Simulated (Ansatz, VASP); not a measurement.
# Two plane-wave programs on SnO

```
Sn O
1.0
     3.17314    0.00000    0.00000
     0.00000    3.17314    0.00000
     0.00000    0.00000    3.17314
Sn O
1 1
Direct
  0.00000 0.00000 0.00000
  0.50000 0.50000 0.50000
```

Alike in both runs: task single point; functional PBE; k mesh 9 × 9 × 9; occupations fermi-dirac, width 0.05 eV; no spin polarisation.

```csv
,VASP,Ansatz
version,VASP 6.6.1,Ansatz 0.2.0
potentials or method,"VASP PAW PBE potentials, release 64 (Sn_d, O)",Ansatz PAW soft_1
plane-wave cutoff (eV),520,420
valence electrons in the cell,20,20
```

VASP gave:

- gap on the k mesh at the Fermi level (eV): 0.56
- least direct gap on the mesh (eV): 0.86
- pressure (GPa): -3.7

Problem. Estimate Ansatz's values.

Solution. gap on the k mesh at the Fermi level (eV): 0.56; least direct gap on the mesh (eV): 0.86; pressure (GPa): -3.6.

With one functional, cell and mesh, what is left measures potentials, basis and numerics.

Noted on Ansatz's run: odd divisions of the mesh miss points on the zone boundary, where band edges often lie, so the gap on the mesh can be too wide.
